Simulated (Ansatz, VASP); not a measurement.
**One calculation of Mo2Ru3, two programs**

File INCAR:

```
SYSTEM = Mo2Ru3
ALGO = Fast
EDIFF = 1E-7
EDIFFG = -0.04
ENCUT = 600
GGA = PE
IBRION = 2
ISIF = 3
ISMEAR = 0
LASPH = .TRUE.
LCHARG = .FALSE.
LREAL = .FALSE.
LWAVE = .FALSE.
NELM = 60
NSW = 90
PREC = Accurate
SIGMA = 0.1
```

KPOINTS

```
k-points
0
G
  6 6 1
  0 0 0
```

The input POSCAR:

```
Mo2Ru3
1.0
    2.8146100700      0.0000000000      0.0000000000
   -1.4073050400      2.4375238200      0.0000000000
    0.0000000000      0.0000000000     22.1820755300
Mo Ru
4 6
Direct
    0.3333333300      0.6666666700      0.2000000000
    0.3333333300      0.6666666700      0.4000000000
    0.3333333300      0.6666666700      0.6000000000
    0.3333333300      0.6666666700      0.8000000000
    0.3333333300      0.6666666700      0.0000000000
    0.6666666700      0.3333333300      0.1000000000
    0.6666666700      0.3333333300      0.3000000000
    0.6666666700      0.3333333300      0.5000000000
    0.6666666700      0.3333333300      0.7000000000
    0.6666666700      0.3333333300      0.9000000000
```

Input for Ansatz:

```yaml
crystal:
  lattice:
    - [2.81461007, 0.0, 0.0]
    - [-1.40730504, 2.43752382, 0.0]
    - [0.0, 0.0, 22.18207553]
  atoms:
    - { symbol: Mo, position: [0.33333333, 0.66666667, 0.2] }
    - { symbol: Mo, position: [0.33333333, 0.66666667, 0.4] }
    - { symbol: Mo, position: [0.33333333, 0.66666667, 0.6] }
    - { symbol: Mo, position: [0.33333333, 0.66666667, 0.8] }
    - { symbol: Ru, position: [0.33333333, 0.66666667, 0.0] }
    - { symbol: Ru, position: [0.66666667, 0.33333333, 0.1] }
    - { symbol: Ru, position: [0.66666667, 0.33333333, 0.3] }
    - { symbol: Ru, position: [0.66666667, 0.33333333, 0.5] }
    - { symbol: Ru, position: [0.66666667, 0.33333333, 0.7] }
    - { symbol: Ru, position: [0.66666667, 0.33333333, 0.9] }
basis:
  ecutwfc: 420
kpoints:
  mp_grid: { grid: [6, 6, 1] }
hamiltonian:
  xc: pbe
scf:
  occupations: { method: gaussian, width: 0.1 }
  lower_state_search: "off"
output:
  forces: true
  stress: true
  eigenvalues: true
relax:
  adjacent_minimum: "off"
  f_tol: 0.04
  max_steps: 70
  cell: { stress_tol: 0.4 }
```

Alike in both runs: task relaxation of cell and atoms; functional PBE; k mesh 6 × 6 × 1; occupations gaussian, width 0.1 eV; no spin polarisation.

|  | VASP | Ansatz |
| --- | --- | --- |
| version | VASP 6.6.1 | Ansatz 0.2.0 |
| potentials or method | VASP PAW PBE potentials, release 64 (Mo_sv, Ru_pv), cutoff 600 eV | scalar-relativistic, plane waves, PAW |
| valence electrons in the cell | 140 | 152 |

```csv
,VASP,Ansatz,Ansatz less VASP
"gap on the k mesh at the Fermi level, each at its own relaxed structure (eV)",none,none,-
relaxed volume (Å³/atom),14.58,14.58,-0.001
relaxed cell length with the largest relative difference (Å),22.165,22.175,+0.0100
```

A gap of «none» marks a metal or a gap that the smearing closes. VASP's potentials hold 140 valence electrons a cell and Ansatz's 152, so a difference there can come from the potentials and not from the codes.

The k mesh is coarse, so the values compare programs but aren't converged.
